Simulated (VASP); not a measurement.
# H6C3O in VASP: a series of runs

H6C3O is run at these levels: PBE; tasks: single point.

Everything below comes from runs of VASP 6.6.1. Logs are shortened: lines on timing, memory, paths and dates and some standing lists are left out, and cuts for length are marked.

**1. The cell of the first run**

The cell holds a disordered packing, 30 atoms: a = 7.663 Å, b = 7.663 Å, c = 7.663 Å, α = 90.00°, β = 90.00°, γ = 90.00°.

**2. Single point, PBE**

File INCAR:

```
PREC = Accurate
ENCUT = 1000
EDIFF = 1E-6
ISMEAR = -1
SIGMA = 0.05
LREAL = Auto
LASPH = True
NELM = 120
ALGO = Normal
ISIF = 2
LWAVE = False
LCHARG = False
GGA = PE
NBANDS = 57
GGA_COMPAT = False
```

File KPOINTS:

```
regular mesh
0
Gamma
  1 1 1
```

File POSCAR:

```
H6C3O
1.0
    7.6630940000      0.0000000000      0.0000000000
    0.0000000000      7.6630940000      0.0000000000
    0.0000000000      0.0000000000      7.6630940000
O C H
3 9 18
Direct
    0.1576564784      0.0690249228      0.4700602996
    0.6653209709      1.0038035226      0.5320631635
    0.8512330670      0.4032804311      0.4478070352
    0.2720734330      0.1377782627      0.4057774626
    0.7554976114      0.9520285946      0.4262960070
    0.8767735568      0.4281210172      0.3038233930
    0.1889081659      0.3154712894      0.8836130966
    0.3404792973      0.1877938023      0.9049430766
    0.4396681046      0.6803415774      0.2224904823
    0.3195877971      0.6435988009      0.3771234034
    0.9324448493      0.8087866919      0.9134097809
    0.7823291291      0.6887726258      0.8602614192
    0.2358335828      0.4478535633      0.8546587863
    0.1015979779      0.2767062584      0.7767393043
    0.1089253213      0.3233789372      1.0023195190
    0.2935842482      0.0542465692      0.9283148104
    0.4235890295      0.1842320558      0.7880935149
    0.4243331480      0.2241138437      1.0155532119
    0.3980358947      0.6084066822      0.1057425731
    0.4418950789      0.8195210534      0.1881633706
    0.5747727502      0.6414105993      0.2501813440
    0.3625413850      0.7121404263      0.4955802258
    0.1851373963      0.6853024695      0.3498223474
    0.3165515929      0.5036849998      0.4078230515
    0.9201601705      0.8507005720      1.0500374917
    1.0591172873      0.7429163062      0.8997300460
    0.9364644169      0.9272755337      0.8326852288
    0.7965924398      0.6423518966      0.7252148510
    0.7763436271      0.5728646847      0.9443645179
    0.6559669919      0.7560307101      0.8699257858
```

Potentials or basis: VASP PAW PBE potentials, release 64 (O_h, C_h, H_h).

Launch:

```console
> cat potpaw_PBE.64/O_h/POTCAR potpaw_PBE.64/C_h/POTCAR potpaw_PBE.64/H_h/POTCAR > POTCAR
> mpirun -np 1 vasp_gam > vasp.out
```

OUTCAR:

```text
PREC = Accurate
   ENCUT = 1000
   EDIFF = 1E-6
   ISMEAR = -1
   LREAL = Auto
   LASPH = True
   NELM = 120
   ISIF = 2
   GGA = PE

 ion  position               nearest neighbor table
   1  0.158  0.069  0.470-   4 1.14
   2  0.665  0.004  0.532-   5 1.14
   3  0.851  0.403  0.448-   6 1.14
   4  0.272  0.138  0.406-   1 1.14
   5  0.755  0.952  0.426-   2 1.14
   6  0.877  0.428  0.304-   3 1.14
   7  0.189  0.315  0.884-  14 1.10  15 1.10  13 1.10
   8  0.340  0.188  0.905-  17 1.10  16 1.10  18 1.10
   9  0.440  0.680  0.222-  21 1.10  19 1.10  20 1.10
  10  0.320  0.644  0.377-  24 1.10  23 1.10  22 1.10
  11  0.932  0.809  0.913-  26 1.10  27 1.10  25 1.10
  12  0.782  0.689  0.860-  29 1.10  30 1.10  28 1.10
  13  0.236  0.448  0.855-   7 1.10
  14  0.102  0.277  0.777-   7 1.10
  15  0.109  0.323  0.002-   7 1.10
  16  0.294  0.054  0.928-   8 1.10
  17  0.424  0.184  0.788-   8 1.10
  18  0.424  0.224  0.016-   8 1.10
[... 10 lines left out ...]
  29  0.776  0.573  0.944-  12 1.10
  30  0.656  0.756  0.870-  12 1.10

  LATTYP: Found a simple cubic cell.
 ALAT       =     7.6630940000

  Lattice vectors:

 A1 = (   7.6630940000,   0.0000000000,   0.0000000000)
 A2 = (   0.0000000000,   7.6630940000,   0.0000000000)
 A3 = (   0.0000000000,   0.0000000000,   7.6630940000)

Analysis of symmetry for initial positions (statically):
=====================================================================
 Subroutine PRICEL returns:
 Original cell was already a primitive cell.

 Routine SETGRP: Setting up the symmetry group for a
 simple cubic supercell.

 Subroutine GETGRP returns: Found  1 space group operations
 (whereof  1 operations were pure point group operations)
 out of a pool of 48 trial point group operations.

The static configuration has the point symmetry C_1 .

Analysis of symmetry for dynamics (positions and initial velocities):
=====================================================================
 Subroutine PRICEL returns:
 Original cell was already a primitive cell.

 Routine SETGRP: Setting up the symmetry group for a
 simple cubic supercell.

 Subroutine GETGRP returns: Found  1 space group operations
 (whereof  1 operations were pure point group operations)
 out of a pool of 48 trial point group operations.

The dynamic configuration has the point symmetry C_1 .

[... 130 lines left out ...]
   EDIFF  = 0.1E-05   stopping-criterion for ELM
   LREAL  =      T    real-space projection
   EDIFFG = 0.1E-04   stopping-criterion for IOM
   NSW    =      0    number of steps for IOM
   IBRION =     -1    ionic relax: 0-MD 1-quasi-New 2-CG
   NFREE  =      0    steps in history (QN), initial steepest desc. (CG)
   ISIF   =      2    stress and relaxation
   ISYM   =      2    0-nonsym 1-usesym 2-fastsym
   POTIM  = 0.5000    time-step for ionic-motion
   TEBEG  =    0.0;   TEEND  =   0.0 temperature during run
   PSTRESS=    0.0 pullay stress
   NELECT =      72.0000    total number of electrons
   NUPDOWN=      -1.0000    fix difference up-down
   EMIN   =  10.00;   EMAX   =-10.00  energy-range for DOS
   EFERMI =   0.00;   METHOD = LEGACY
   ISMEAR =    -1;   SIGMA  =   0.05  broadening in eV -4-tet -1-fermi 0-gaus
   EFERMI_NEDOS =   21; number of points for ismear=-14 and -15
   IALGO  =     38    algorithm
   IMIX   =      4    mixing-type and parameters
     AMIX     =   0.40;   BMIX     =  1.00
     AMIX_MAG =   1.60;   BMIX_MAG =  1.00
  volume/ion in A,a.u.               =      15.00       101.22
  Fermi-wavevector in a.u.,A,eV,Ry     =   0.888754  1.679501 10.747017  0.789883
  Thomas-Fermi vector in A             =   2.010225
   LORBIT       =      0    0 simple, 1 ext, 2 COOP (PROOUT), +10 PAW based schemes
   GGA     = PE    functional components
   LHFCALC =     F    Hartree Fock is set to
   AEXX    =    0.0000 exact exchange contribution
   IVDW    =     0    specifies the selected vdW correction
   LEPSILON=     F    determine dielectric tensor
   LRPA    =     F    only Hartree local field effects (RPA)
 non-spin polarized calculation
  energy-cutoff  :     1000.00
  volume of cell :      450.00
 maximum number of plane-waves:     16212
 NGX is ok and might be reduce to    80
   NGX = 39   NGY = 39   NGZ = 39

 number of electron      72.0000000 magnetization

 Free energy of the ion-electron system (eV)
  ---------------------------------------------------
  ext. energy  EPLUGINS =         0.00000000
  ---------------------------------------------------
  free energy    TOTEN  =      -166.61930995 eV

  energy without entropy =     -166.61930995  energy(sigma->0) =     -166.61930995

 E-fermi :  -3.9491     XC(G=0):  -5.8215

 val. band max:       -5.1581853760   @ k =   0.0000   0.0000   0.0000
 cond. band min:       0.3864216087   @ k =   0.0000   0.0000   0.0000
 fundamental gap:      5.5446069847
 Fermi energy:        -3.9490608378

 k-point     1 :       0.0000    0.0000    0.0000
  band No.  band energies     occupation
      1     -26.5489      2.00000
      2     -26.5237      2.00000
      3     -26.4449      2.00000
      4     -15.8564      2.00000
      5     -15.7467      2.00000
      6     -15.6506      2.00000
[... 40 lines left out ...]
     47       4.0018      0.00000
     48       4.2105      0.00000
 [bands above 48 left out]

------------------------ aborting loop because EDIFF is reached ----------------------------------------

  FORCE on cell =-STRESS in cart. coord.  units (eV):
  Direction    XX          YY          ZZ          XY          YZ          ZX
  --------------------------------------------------------------------------------------
  -------------------------------------------------------------------------------------
  Total        0.2648448      0.4304361     -0.0718159     -0.0263370      0.0489872      0.0549769
  in kB        0.9429520      1.5325225     -0.2556928     -0.0937703      0.1744137      0.1957395
  external PRESSURE =       0.7399272 kB  Pullay stress =       0.0000000 kB

 VOLUME and BASIS-vectors are now :
 -----------------------------------------------------------------------------
  energy-cutoff  :     1000.00
  volume of cell :      450.00
      direct lattice vectors                 reciprocal lattice vectors
     7.663094000  0.000000000  0.000000000     0.130495594  0.000000000  0.000000000
     0.000000000  7.663094000  0.000000000     0.000000000  0.130495594  0.000000000
     0.000000000  0.000000000  7.663094000     0.000000000  0.000000000  0.130495594

 POSITION                                       TOTAL-FORCE (eV/Angst)
 -----------------------------------------------------------------------------------
      1.20814      0.52894      3.60212         0.036424      0.039607     -0.033451
      5.09842      0.02915      4.07725         0.087103     -0.051674     -0.096008
      6.52308      3.09038      3.43159         0.018322      0.024564     -0.081118
      2.08492      1.05581      3.10951        -0.036883     -0.045113      0.029505
      5.78945      7.29548      3.26675        -0.090173      0.040453      0.100829
      6.71880      3.28073      2.32823        -0.023931     -0.039195      0.075673
[... 22 lines left out ...]
      5.94919      4.38992      7.23675        -0.001742     -0.001744     -0.002641
      5.02674      5.79353      6.66632         0.002088     -0.011945     -0.005742
 -----------------------------------------------------------------------------------
    total drift:                               -0.000034     -0.001411      0.000449

  FREE ENERGIE OF THE ION-ELECTRON SYSTEM (eV)
  ---------------------------------------------------
  free  energy   TOTEN  =      -166.6193099547 eV

  energy  without entropy=     -166.6193099546  energy(sigma->0) =     -166.61930995
```

OSZICAR:

```text
N       E                     dE             d eps       ncg     rms          rms(c)
DAV:   1     0.753537386746E+03    0.75354E+03   -0.45975E+04   114   0.180E+03
DAV:   2    -0.163242123833E+02   -0.76986E+03   -0.72559E+03   155   0.295E+02
DAV:   3    -0.176759173148E+03   -0.16043E+03   -0.15850E+03   156   0.140E+02
DAV:   4    -0.184187878316E+03   -0.74287E+01   -0.73405E+01   156   0.339E+01
DAV:   5    -0.184391451592E+03   -0.20357E+00   -0.20326E+00   156   0.554E+00    0.213E+01
DAV:   6    -0.169653186311E+03    0.14738E+02   -0.25369E+01   140   0.170E+01    0.101E+01
DAV:   7    -0.167227710682E+03    0.24255E+01   -0.58728E+00   140   0.889E+00    0.504E+00
DAV:   8    -0.166756027632E+03    0.47168E+00   -0.56298E-01   148   0.348E+00    0.230E+00
DAV:   9    -0.166623266681E+03    0.13276E+00   -0.28475E-01   140   0.228E+00    0.483E-01
DAV:  10    -0.166623226911E+03    0.39769E-04   -0.48345E-02   148   0.987E-01    0.275E-01
DAV:  11    -0.166620776416E+03    0.24505E-02   -0.49461E-03   140   0.416E-01    0.103E-01
DAV:  12    -0.166619537796E+03    0.12386E-02   -0.24739E-03   148   0.253E-01    0.539E-02
DAV:  13    -0.166619343840E+03    0.19396E-03   -0.60815E-04   132   0.118E-01    0.237E-02
DAV:  14    -0.166619318136E+03    0.25704E-04   -0.99982E-05   148   0.480E-02    0.130E-02
DAV:  15    -0.166619311138E+03    0.69984E-05   -0.28341E-05   140   0.265E-02    0.484E-03
DAV:  16    -0.166619310087E+03    0.10507E-05   -0.30489E-06   132   0.949E-03    0.240E-03
DAV:  17    -0.166619309955E+03    0.13252E-06   -0.93442E-07   100   0.502E-03
   1 F= -.16661931E+03 E0= -.16661931E+03  d E =-.113840E-09
```

It took 4.4 min on 1 thread of Intel Xeon Platinum 8259CL at 2.50GHz (Skylake/Cascade Lake), shared host; peak memory 0.95 GiB.

What came out:

```
Free energy   : -166.6193 eV
Pressure      : 0.1 GPa
Largest force : 0.141 eV/Å
```

Forces in eV/Å, atoms in the order of the input:
```
O    0.036  0.040 -0.033
O    0.087 -0.052 -0.096
O    0.018  0.025 -0.081
C   -0.037 -0.045  0.030
C   -0.090  0.040  0.101
C   -0.024 -0.039  0.076
C    0.001  0.003  0.000
C    0.000  0.001  0.007
C   -0.003 -0.001 -0.005
C   -0.007  0.014  0.006
C    0.002  0.004 -0.002
C    0.007 -0.006 -0.007
H    0.003  0.005  0.002
H    0.000  0.001 -0.005
H    0.005  0.003  0.008
H    0.002 -0.003  0.001
H    0.002 -0.002 -0.007
H    0.002  0.001  0.003
H   -0.010 -0.007 -0.009
H   -0.006  0.000 -0.004
H    0.001  0.003 -0.009
H    0.010  0.014  0.005
H    0.008  0.001  0.010
H    0.001 -0.007  0.005
H   -0.008 -0.005 -0.013
H   -0.004  0.006  0.004
H    0.001 -0.001 -0.006
H    0.003  0.021  0.030
H   -0.002 -0.002 -0.003
H    0.002 -0.012 -0.006
```

Caveat: the k points lie up to 0.82 Å⁻¹ apart, too coarse for converged energies, forces and pressures.

(Part 1 of 2 ends here.)
